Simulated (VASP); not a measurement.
Wanted: the native input for a VASP 6.6.1 run.

```yaml
Task: single point
Functional: PBE
Potentials_or_basis: VASP PAW PBE potentials, release 64 (Si, C)
Cutoff: 520 eV
k_mesh: 18 × 18 × 18
Occupations: gaussian, width 0.1 eV
Spin: no spin polarisation
Dipole_correction: no
Further_INCAR_settings: ALGO = Normal; EDIFF = 1e-07; NBANDS = 13
```

The structure of SiC2 lies in POSCAR:

```
SiC2
1.0
    0.0000000000      2.4559439599      3.6690353288
    1.7346391364      0.0000000000      3.6690353288
    1.7346391364      2.4559439599      0.0000000000
Si C
1 2
Direct
    0.5000000000      0.5000000000      0.5000000000
    0.3430125993      0.3430125993      0.1569874007
    0.1569874007      0.1569874007      0.3430125993
```

These files were run (other wordings do the same):

INCAR

```
SYSTEM = SiC2
PREC     = Accurate       ! precision mode
ENCUT    = 520            ! plane-wave cutoff, eV
EDIFF    = 1E-7           ! SCF threshold, eV
ISMEAR   = 0              ! smearing method
SIGMA    = 0.1            ! smearing width, eV
LREAL    = .False.        ! projectors in reciprocal space
LASPH    = .True.         ! aspherical terms in the spheres
NELM     = 100            ! most SCF steps
ALGO     = Normal         ! electronic algorithm
ISIF     = 2              ! what is computed and relaxed
LWAVE    = .False.        ! write WAVECAR
LCHARG   = .False.        ! write CHGCAR
GGA      = PE             ! functional
NBANDS   = 13             ! bands
```

KPOINTS

```
Automatic mesh
0
Gamma
  18 18 18
  0 0 0
```

Potentials or basis: VASP PAW PBE potentials, release 64 (Si, C).

Launch:

```console
$ cat potpaw_PBE.64/Si/POTCAR potpaw_PBE.64/C/POTCAR > POTCAR
$ mpirun -np 1 vasp_std > vasp.out
```

It gave:

```
Pressure               : 0.0 GPa
Largest force          : 0.063 eV/Å
Band gap on the k mesh : zero (bands 6 and 7 overlap by 3.80 eV)
```

Wall time 13 min on 1 thread of Intel Xeon 8259CL (shared host), peak memory 0.42 GiB.
